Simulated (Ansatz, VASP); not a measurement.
**Mg in VASP and in Ansatz**

INCAR

```
  ALGO = Normal
  EDIFF = 1E-6
  ENCUT = 520
  GGA = PE
  ISIF = 2
  ISMEAR = 0
  LASPH = True
  LCHARG = True
  LELF = True
  LREAL = False
  LVHAR = True
  LWAVE = False
  NBANDS = 9
  NELM = 100
  PREC = Accurate
  SIGMA = 0.1
```

KPOINTS

```
k-points
0
Gamma
  6 6 4
```

Contents of POSCAR:

```
Mg
1.0
    3.5947740102      0.0000000000      0.0000000000
   -1.7973870051      3.1131656137      0.0000000000
    0.0000000000      0.0000000000      6.2334497045
Mg
2
Direct
    0.3333333333      0.6666666667      0.2500000000
    0.6666666667      0.3333333333      0.7500000000
```

Input for Ansatz:

```yaml
crystal:
  lattice:
    - [3.5947740102, 0.0, 0.0]
    - [-1.7973870051, 3.1131656137, 0.0]
    - [0.0, 0.0, 6.2334497045]
  atoms:
    - { symbol: Mg, position: [0.3333333333, 0.6666666667, 0.25] }
    - { symbol: Mg, position: [0.6666666667, 0.3333333333, 0.75] }
basis:
  ecutwfc: 420
kpoints:
  mp_grid: { grid: [6, 6, 4] }
hamiltonian:
  xc: pbe
scf:
  occupations: { method: gaussian, width: 0.1 }
output:
  forces: true
  stress: true
  eigenvalues: true
```

Alike in both runs: task single point; functional PBE; k mesh 6 × 6 × 4; occupations gaussian, width 0.1 eV; no spin polarisation.

```csv
,VASP,Ansatz
version,VASP 6.6.1,Ansatz 0.2.0
potentials or method,"VASP PAW PBE potentials, release 64 (Mg), cutoff 520 eV","scalar-relativistic, plane waves, PAW"
valence electrons in the cell,4,20
```

|  | VASP | Ansatz | Ansatz less VASP |
| --- | --- | --- | --- |
| gap on the k mesh at the Fermi level (eV) | none | none | - |
| pressure (GPa) | -5.9 | -5.8 | +0.04 |
| traceless stress, the component that is largest in VASP (GPa) | 1.44 | 1.43 | -0.015 |

A gap of «none» marks a metal or a gap that the smearing closes. The functional is the same, so the differences come from potentials, cutoffs and numerics. VASP's potentials hold 4 valence electrons a cell and Ansatz's 20, so a difference there can come from the potentials and not from the codes.
